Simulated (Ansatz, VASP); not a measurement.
One calculation of SrB3Pt, two programs

```
Sr B Pt
1.0
     4.22419    0.00000    0.00000
     0.00000    4.22419    0.00000
     0.00000    0.00000    4.22419
Sr B Pt
1 3 1
Direct
  0.00000 0.00000 0.00000
  0.00000 0.50000 0.50000
  0.50000 0.00000 0.50000
  0.50000 0.50000 0.00000
  0.50000 0.50000 0.50000
```

Change from the starting cell: species swapped into the KCdF3 type (Pm-3m, No. 221).

Alike in both runs: functional PBE; k mesh 4 × 4 × 4; occupations gaussian, width 0.1 eV; no spin polarisation.

Ansatz relaxed the structure, and its values are those at the end. VASP's run is a single point on that final structure, the one shown.

```csv
,VASP,Ansatz
version,VASP 6.6.1,Ansatz 0.2.0
potentials or method,"VASP PAW PBE potentials, release 64 (Sr_sv, B, Pt), cutoff 520 eV","scalar-relativistic, plane waves, PAW"
valence electrons in the cell,29,37
```

```tsv
	VASP	Ansatz	Ansatz less VASP
gap on the k mesh at the Fermi level (eV)	none	none	-
pressure (GPa)	0.2	0.2	-0.01
```

A gap of «none» marks a metal or a gap that the smearing closes. VASP's potentials hold 29 valence electrons a cell and Ansatz's 37, so a difference there can come from the potentials and not from the codes.

The k mesh is coarse, so the values compare programs but aren't converged. Neither program's run includes spin-orbit coupling.
